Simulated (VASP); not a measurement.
# CdS (P6_3mc) in VASP: relaxation of shape and atoms at fixed volume with r2SCAN

Aim: the relaxation of shape and atoms at fixed volume of CdS with r2SCAN.

Program: VASP 6.6.1. These are calculated values, not measurements. Logs are shortened: lines on timing, memory, paths and dates and some standing lists are left out, and cuts for length are marked.

## (1) The cell of the first run

Symmetry: P6_3mc, No. 186, hexagonal system. Conventional cell: a = 4.205 Å, b = 4.205 Å, c = 6.833 Å, α = 90.00°, β = 90.00°, γ = 120.00°. Within 3.4 Å of Cd (site symmetry 3m) lie 4 S at 2.57 to 2.58 Å. S (site symmetry 3m) has 4 Cd at 2.57 to 2.58 Å within 3.4 Å.

## (2) Relaxation of shape and atoms at fixed volume, r2SCAN (26.16 Å³/atom)

Contents of POSCAR:

```
CdS
1.0
    4.2050643712      0.0000000000      0.0000000000
   -2.1025321856      3.6416925700      0.0000000000
    0.0000000000      0.0000000000      6.8330784421
Cd S
2 2
Direct
    0.3333333333      0.6666666667     -0.0009655226
    0.6666666667      0.3333333333      0.4990344774
    0.3333333333      0.6666666667      0.3759655226
    0.6666666667      0.3333333333      0.8759655226
```

Contents of INCAR.step1:

```
SYSTEM = CdS
PREC     = Accurate       ! precision mode
ENCUT    = 600            ! plane-wave cutoff, eV
ISMEAR   = 0              ! smearing method
SIGMA    = 0.02           ! smearing width, eV
LREAL    = .False.        ! projectors in reciprocal space
LASPH    = .True.         ! aspherical terms in the spheres
NELM     = 80             ! most SCF steps
GGA      = PE             ! functional
ALGO     = Normal         ! electronic algorithm
EDIFF    = 1E-4           ! SCF threshold, eV
LWAVE    = .True.         ! write WAVECAR
LCHARG   = .False.        ! write CHGCAR
```

Contents of INCAR.step2:

```
SYSTEM = CdS
PREC     = Accurate       ! precision mode
ENCUT    = 600            ! plane-wave cutoff, eV
EDIFF    = 1E-7           ! SCF threshold, eV
ISMEAR   = 0              ! smearing method
SIGMA    = 0.02           ! smearing width, eV
LREAL    = .False.        ! projectors in reciprocal space
LASPH    = .True.         ! aspherical terms in the spheres
NELM     = 80             ! most SCF steps
ALGO     = Normal         ! electronic algorithm
ISIF     = 4              ! what is computed and relaxed
LWAVE    = .False.        ! write WAVECAR
LCHARG   = .False.        ! write CHGCAR
METAGGA  = R2SCAN         ! meta-GGA
LMIXTAU  = .True.       
IBRION   = 2              ! ionic algorithm
NSW      = 50             ! ionic steps
EDIFFG   = -0.01          ! ionic threshold
ISTART   = 1
```

Contents of KPOINTS:

```
regular mesh
0
Gamma
  9 9 4
  0 0 0
```

Potentials or basis: VASP PAW PBE potentials, release 64 (Cd, S).

On the command line:

```sh
$ cat potpaw_PBE.64/Cd/POTCAR potpaw_PBE.64/S/POTCAR > POTCAR
$ cp INCAR.step1 INCAR
$ mpirun -np 1 vasp_std > vasp.out
$ cp INCAR.step2 INCAR
$ mpirun -np 1 vasp_std > vasp.out
```

OUTCAR:

```text
SYSTEM = CdS
   PREC = Accurate
   ENCUT = 600
   EDIFF = 1E-7
   ISMEAR = 0
   LREAL = .False.
   LASPH = .True.
   NELM = 80
   ISIF = 4
   METAGGA = R2SCAN
   IBRION = 2
   NSW = 50
   EDIFFG = -0.01
   ISTART = 1

 ion  position               nearest neighbor table
   1  0.333  0.667  0.999-   4 2.57   4 2.57   4 2.57   3 2.58
   2  0.667  0.333  0.499-   3 2.57   3 2.57   3 2.57   4 2.58
   3  0.333  0.667  0.376-   2 2.57   2 2.57   2 2.57   1 2.58
   4  0.667  0.333  0.876-   1 2.57   1 2.57   1 2.57   2 2.58

  LATTYP: Found a hexagonal cell.
 ALAT       =     4.2050643712
 C/A-ratio  =     1.6249640526

  Lattice vectors:

 A1 = (   4.2050643712,   0.0000000000,   0.0000000000)
 A2 = (  -2.1025321856,   3.6416925700,   0.0000000000)
 A3 = (   0.0000000000,   0.0000000000,   6.8330784421)

Analysis of symmetry for initial positions (statically):
=====================================================================
 Subroutine PRICEL returns:
 Original cell was already a primitive cell.

 Routine SETGRP: Setting up the symmetry group for a
 hexagonal supercell.

 Subroutine GETGRP returns: Found 12 space group operations
 (whereof  6 operations were pure point group operations)
 out of a pool of 24 trial point group operations.

The static configuration has the point symmetry C_3v.
 The point group associated with its full space group is C_6v.

Analysis of symmetry for dynamics (positions and initial velocities):
=====================================================================
 Subroutine PRICEL returns:
 Original cell was already a primitive cell.

 Routine SETGRP: Setting up the symmetry group for a
 hexagonal supercell.

 Subroutine GETGRP returns: Found 12 space group operations
 (whereof  6 operations were pure point group operations)
 out of a pool of 24 trial point group operations.

The dynamic configuration has the point symmetry C_3v.
 The point group associated with its full space group is C_6v.

 Subroutine INISYM returns: Found 12 space group operations
 (whereof  6 operations are pure point group operations),
 and found     1 'primitive' translations

----------------------------------------------------------------------------------------

                                     Primitive cell

  volume of cell :     104.6387

  direct lattice vectors                    reciprocal lattice vectors
     4.205064371  0.000000000  0.000000000     0.237808488  0.137298795  0.000000000
    -2.102532186  3.641692570  0.000000000     0.000000000  0.274597589  0.000000000
     0.000000000  0.000000000  6.833078442     0.000000000  0.000000000  0.146346922

  length of vectors
     4.205064371  4.205064371  6.833078442     0.274597589  0.274597589  0.146346922

  position of ions in fractional coordinates (direct lattice)
     0.333333333  0.666666667  0.999034477
     0.666666667  0.333333333  0.499034477
     0.333333333  0.666666667  0.375965523
     0.666666667  0.333333333  0.875965523

  ion indices of the primitive-cell ions
   primitive index   ion index
                 1           1
                 2           2
                 3           3
                 4           4

----------------------------------------------------------------------------------------

 KPOINTS: regular mesh

Automatic generation of k-mesh.
 Grid dimensions read from file:
 generate k-points for:    9    9    4

 Generating k-lattice:

  Cartesian coordinates                     Fractional coordinates (reciprocal lattice)
     0.026423165  0.015255422  0.000000000     0.111111111  0.000000000  0.000000000
     0.000000000  0.030510843  0.000000000     0.000000000  0.111111111  0.000000000
     0.000000000  0.000000000  0.036586731     0.000000000  0.000000000  0.250000000

  Length of vectors
     0.030510843  0.030510843  0.036586731

  Shift w.r.t. Gamma in fractional coordinates (k-lattice)
     0.000000000  0.000000000  0.000000000

 Subroutine IBZKPT returns following result:
 ===========================================

 Found     36 irreducible k-points:

 Following reciprocal coordinates:
            Coordinates               Weight
  0.000000  0.000000  0.000000      1.000000
  0.111111 -0.000000  0.000000      6.000000
  0.222222 -0.000000  0.000000      6.000000
  0.333333  0.000000  0.000000      6.000000
  0.444444 -0.000000  0.000000      6.000000
  0.111111  0.111111  0.000000      6.000000
[... 16 lines left out ...]
  0.333333  0.222222  0.250000     24.000000
  0.333333  0.333333  0.250000      4.000000
 [... further k-points ...]
   k-points           NKPTS =     36   k-points in BZ     NKDIM =     36   number of bands    NBANDS=     22
   number of dos      NEDOS =    301   number of ions     NIONS =      4
   total plane-waves  NPLWV =  72576
   dimension x,y,z NGX =    36 NGY =   36 NGZ =   56
   dimension x,y,z NGXF=    72 NGYF=   72 NGZF=  112
   ions per type =               2   2
   NGX,Y,Z   is equivalent  to a cutoff of  14.23, 14.23, 13.62 a.u.
   NGXF,Y,Z  is equivalent  to a cutoff of  28.46, 28.46, 27.25 a.u.
 SYSTEM =  CdS
   PREC   = accura    normal or accurate (medium, high low for compatibility)
   ISTART =      1    job   : 0-new  1-cont  2-samecut
   ICHARG =      0    charge: 1-file 2-atom 10-const
   ISPIN  =      1    spin polarized calculation?
   LNONCOLLINEAR =      F non collinear calculations
   LSORBIT =      F    spin-orbit coupling
   LASPH  =      T    aspherical Exc in radial PAW
   ENCUT  =  600.0 eV  44.10 Ry    6.64 a.u.   8.40  8.40 13.65*2*pi/ulx,y,z
   NELM   =     80;   NELMIN=  2; NELMDL=  0     # of ELM steps
   EDIFF  = 0.1E-06   stopping-criterion for ELM
   LREAL  =      F    real-space projection
   EDIFFG = -.1E-01   stopping-criterion for IOM
   NSW    =     50    number of steps for IOM
   IBRION =      2    ionic relax: 0-MD 1-quasi-New 2-CG
   NFREE  =      1    steps in history (QN), initial steepest desc. (CG)
   ISIF   =      4    stress and relaxation
   ISYM   =      2    0-nonsym 1-usesym 2-fastsym
   POTIM  = 0.5000    time-step for ionic-motion
   TEBEG  =    0.0;   TEEND  =   0.0 temperature during run
   PSTRESS=    0.0 pullay stress
   NELECT =      36.0000    total number of electrons
   NUPDOWN=      -1.0000    fix difference up-down
   EMIN   =  10.00;   EMAX   =-10.00  energy-range for DOS
   EFERMI =   0.00;   METHOD = LEGACY
   ISMEAR =     0;   SIGMA  =   0.02  broadening in eV -4-tet -1-fermi 0-gaus
   EFERMI_NEDOS =   21; number of points for ismear=-14 and -15
   IALGO  =     38    algorithm
   IMIX   =      4    mixing-type and parameters
     AMIX     =   0.40;   BMIX     =  1.00
     AMIX_MAG =   1.60;   BMIX_MAG =  1.00
  volume/ion in A,a.u.               =      26.16       176.53
  Fermi-wavevector in a.u.,A,eV,Ry     =   1.147127  2.167756 17.903915  1.315901
  Thomas-Fermi vector in A             =   2.283808
   LORBIT       =      0    0 simple, 1 ext, 2 COOP (PROOUT), +10 PAW based schemes
   METAGGA = R2SCAN    functional components
   LHFCALC =     F    Hartree Fock is set to
   AEXX    =    0.0000 exact exchange contribution
   IVDW    =     0    specifies the selected vdW correction
   LEPSILON=     F    determine dielectric tensor
   LRPA    =     F    only Hartree local field effects (RPA)
 conjugate gradient relaxation of ions
 non-spin polarized calculation
 Gauss-broadening in eV      SIGMA  =   0.02
  energy-cutoff  :      600.00
  volume of cell :      104.64
 maximum number of plane-waves:      3544
 NGX is ok and might be reduce to    36
   NGX = 17   NGY = 17   NGZ = 27

 number of electron      36.0000004 magnetization

 Free energy of the ion-electron system (eV)
  ---------------------------------------------------
  ext. energy  EPLUGINS =         0.00000000
  ---------------------------------------------------
  free energy    TOTEN  =       -59.37248591 eV

  energy without entropy =      -59.37248591  energy(sigma->0) =      -59.37248591

 E-fermi :   0.7416     XC(G=0):  -9.4663

 val. band max:        0.6050682833   @ k =   0.0000   0.0000   0.0000
 cond. band min:       2.1577404201   @ k =   0.0000   0.0000   0.0000
 fundamental gap:      1.5526721368
 Fermi energy:         0.7416388416

 k-point     1 :       0.0000    0.0000    0.0000
  band No.  band energies     occupation
      1     -11.9501      2.00000
      2     -11.5630      2.00000
      3      -7.1649      2.00000
      4      -7.1604      2.00000
      5      -7.1604      2.00000
      6      -7.0809      2.00000
[... 14 lines left out ...]
     21       7.5946      0.00000
     22       7.5946      0.00000

 k-point     2 :       0.1111   -0.0000    0.0000
  band No.  band energies     occupation
      1     -11.9106      2.00000
      2     -11.5455      2.00000
      3      -7.1529      2.00000
      4      -7.1437      2.00000
      5      -7.1253      2.00000
      6      -7.0610      2.00000
[... 14 lines left out ...]
     21       7.1378      0.00000
     22       7.7841      0.00000

 k-point     3 :       0.2222   -0.0000    0.0000
  band No.  band energies     occupation
      1     -11.8073      2.00000
      2     -11.5041      2.00000
      3      -7.1174      2.00000
      4      -7.1055      2.00000
      5      -7.0332      2.00000
      6      -6.9996      2.00000
[... 14 lines left out ...]
     21       6.5676      0.00000
     22       7.5626      0.00000

 k-point     4 :       0.3333    0.0000    0.0000
  band No.  band energies     occupation
      1     -11.6811      2.00000
      2     -11.4652      2.00000
      3      -7.0854      2.00000
      4      -7.0713      2.00000
      5      -6.9490      2.00000
      6      -6.9340      2.00000
[... 14 lines left out ...]
     21       6.3200      0.00000
     22       7.1900      0.00000

 k-point     5 :       0.4444   -0.0000    0.0000
  band No.  band energies     occupation
      1     -11.5871      2.00000
      2     -11.4512      2.00000
      3      -7.0705      2.00000
      4      -7.0553      2.00000
      5      -6.8932      2.00000
      6      -6.8905      2.00000
[... 417 lines left out ...]
 k-point    22 :       0.2222    0.2222    0.2500
  band No.  band energies     occupation
      1     -11.5924      2.00000
      2     -11.4743      2.00000
      3      -7.0571      2.00000
      4      -7.0361      2.00000
      5      -6.9568      2.00000
      6      -6.9356      2.00000
[... 14 lines left out ...]
     21       6.5108      0.00000
     22       6.7945      0.00000

 k-point    23 :       0.3333    0.2222    0.2500
  band No.  band energies     occupation
      1     -11.5219      2.00000
      2     -11.4629      2.00000
      3      -7.0532      2.00000
      4      -7.0067      2.00000
      5      -6.9446      2.00000
      6      -6.9074      2.00000
[... 14 lines left out ...]
     21       6.3833      0.00000
     22       6.9852      0.00000

 k-point    24 :       0.3333    0.3333    0.2500
  band No.  band energies     occupation
      1     -11.4786      2.00000
      2     -11.4786      2.00000
      3      -7.0563      2.00000
      4      -6.9642      2.00000
      5      -6.9642      2.00000
      6      -6.8997      2.00000
[... 14 lines left out ...]
     21       6.0481      0.00000
     22       7.7711      0.00000

 [... further k-points ...]
[... 5 lines left out ...]
  --------------------------------------------------------------------------------------
  -------------------------------------------------------------------------------------
  Total       -0.9390412     -0.9390412     -0.9327934      0.0000000      0.0000000      0.0000000
  in kB      -14.3781455    -14.3781455    -14.2824833      0.0000000      0.0000000      0.0000000
  external PRESSURE =     -14.3462581 kB  Pullay stress =       0.0000000 kB

 VOLUME and BASIS-vectors are now :
 -----------------------------------------------------------------------------
  energy-cutoff  :      600.00
  volume of cell :      104.64
      direct lattice vectors                 reciprocal lattice vectors
     4.205064371  0.000000000  0.000000000     0.237808488  0.137298795  0.000000000
    -2.102532186  3.641692570  0.000000000     0.000000000  0.274597589  0.000000000
     0.000000000  0.000000000  6.833078442     0.000000000  0.000000000  0.146346922

 POSITION                                       TOTAL-FORCE (eV/Angst)
 -----------------------------------------------------------------------------------
     -0.00000      2.42780      6.82648         0.000000      0.000000     -0.001163
      2.10253      1.21390      3.40994        -0.000000     -0.000000     -0.001163
     -0.00000      2.42780      2.56900         0.000000      0.000000      0.001163
      2.10253      1.21390      5.98554         0.000000      0.000000      0.001163
 -----------------------------------------------------------------------------------
    total drift:                               -0.000000     -0.000000     -0.005310

  FREE ENERGIE OF THE ION-ELECTRON SYSTEM (eV)
  ---------------------------------------------------
  free  energy   TOTEN  =       -59.3724859099 eV

  energy  without entropy=      -59.3724859099  energy(sigma->0) =      -59.37248591

 reached required accuracy - stopping structural energy minimisation
```

It took 3.7 min on 1 thread of Intel Xeon 6975P-C (Granite Rapids), shared host; peak memory 0.34 GiB.

What came out:

```yaml
Free_energy: -59.3725 eV
Pressure_after_relaxing: -1.4 GPa
Band_gap_on_the_k_mesh: 1.55 eV
```

Final structure:
```yaml
crystal:
  lattice:
    - [4.20506, 0.00000, 0.00000]
    - [-2.10253, 3.64169, 0.00000]
    - [0.00000, 0.00000, 6.83308]
  atoms:
    - { symbol: Cd, position: [0.33333, 0.66667, 0.99903] }
    - { symbol: Cd, position: [0.66667, 0.33333, 0.49903] }
    - { symbol: S, position: [0.33333, 0.66667, 0.37597] }
    - { symbol: S, position: [0.66667, 0.33333, 0.87597] }
```

Levels at points of the mesh, in eV from the valence-band top:
| k point | band 15 | band 16 | band 17 | band 18 | band 19 | band 20 | band 21 | band 22 |
| --- | --- | --- | --- | --- | --- | --- | --- | --- |
| (0.00, 0.00, 0.00) | -0.70 | -0.03 | 0.00 | 0.00 | 1.55 | 3.18 | 6.99 | 6.99 |
| (0.00, 0.00, 0.50) | -0.36 | -0.36 | -0.36 | -0.36 | 3.19 | 3.19 | 6.58 | 6.58 |

Caveat: the PAW data sets were made with another functional, which shifts forces and pressure a little.
